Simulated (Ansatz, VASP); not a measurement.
## CaI in VASP and in Ansatz

```xyz
2
Lattice="4.1468 0.0000 0.0000 -2.0734 3.5913 0.0000 0.0000 0.0000 4.5762" Properties=species:S:1:pos:R:3 pbc="T T T"
Ca    0.0000    0.0000    2.2881
I     2.0734    1.1971    0.0000
```

Alike in both runs: task relaxation of cell and atoms; functional r2SCAN; dispersion D4; k mesh 8 × 8 × 7; occupations fermi-dirac, width 0.1 eV; no spin polarisation.

```csv
,VASP,Ansatz
version,VASP 6.6.1,Ansatz 0.2.0
potentials or method,"VASP PAW PBE potentials, release 64 (Ca_sv, I), cutoff 600 eV","plane waves, PAW"
valence electrons in the cell,17,27
```

|  | VASP | Ansatz | Ansatz less VASP |
| --- | --- | --- | --- |
| relaxed volume (Å³/atom) | 32.82 | 32.68 | -0.137 |
| relaxed length of the cell vector where the two differ most in proportion (Å) | 4.474 | 4.464 | -0.0096 |

VASP's potentials were made for PBE, not for r2SCAN. VASP's potentials hold 17 valence electrons a cell and Ansatz's 27, so a difference there can come from the potentials and not from the codes.

Neither program's run includes spin-orbit coupling.
